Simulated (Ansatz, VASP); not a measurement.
Au: VASP beside Ansatz

The input INCAR:

```
PREC = Accurate
ENCUT = 520
EDIFF = 1E-7
ISMEAR = 0
SIGMA = 0.15
LREAL = F
LASPH = T
NELM = 80
ALGO = Normal
ISIF = 2
LWAVE = F
LCHARG = T
GGA = PS
LELF = T
LVHAR = T
NBANDS = 12
```

KPOINTS

```
regular mesh
0
Gamma
  20 20 20
```

POSCAR

```
Au
1.0
   -1.6572690000      1.6572690000      1.6821280350
    1.6572690000     -1.6572690000      1.6821280350
    1.6572690000      1.6572690000     -1.6821280350
Au
1
Direct
    0.0000000000      0.0000000000      0.0000000000
```

Input for Ansatz:

```yaml
crystal:
  lattice:
    - [-1.657269, 1.657269, 1.682128035]
    - [1.657269, -1.657269, 1.682128035]
    - [1.657269, 1.657269, -1.682128035]
  atoms:
    - { symbol: Au, position: [0.0, 0.0, 0.0] }
basis:
  ecutwfc: 420
kpoints:
  mp_grid: { grid: [20, 20, 20] }
hamiltonian:
  xc: pbesol
scf:
  occupations: { method: gaussian, width: 0.15 }
output:
  forces: true
  stress: true
  eigenvalues: true
```

Change from the starting cell: strain +0.000 along x and y, +0.015 along z, atoms carried along.

Alike in both runs: task single point; functional PBEsol; k mesh 20 × 20 × 20; occupations gaussian, width 0.15 eV; no spin polarisation.

|  | VASP | Ansatz |
| --- | --- | --- |
| version | VASP 6.6.1 | Ansatz 0.2.0 |
| potentials or method | VASP PAW PBE potentials, release 64 (Au), cutoff 520 eV | scalar-relativistic, plane waves, PAW |
| valence electrons in the cell | 11 | 19 |

```tsv
	VASP	Ansatz	Ansatz less VASP
gap on the k mesh at the Fermi level (eV)	none	none	-
pressure (GPa)	-11.3	-11.1	+0.19
```

VASP's potentials were made for PBE, not for PBEsol. A gap of «none» marks a metal or a gap that the smearing closes. With one functional, cell and mesh, what is left measures potentials, basis and numerics. VASP's potentials hold 11 valence electrons a cell and Ansatz's 19, so a difference there can come from the potentials and not from the codes.

Neither program's run includes spin-orbit coupling.
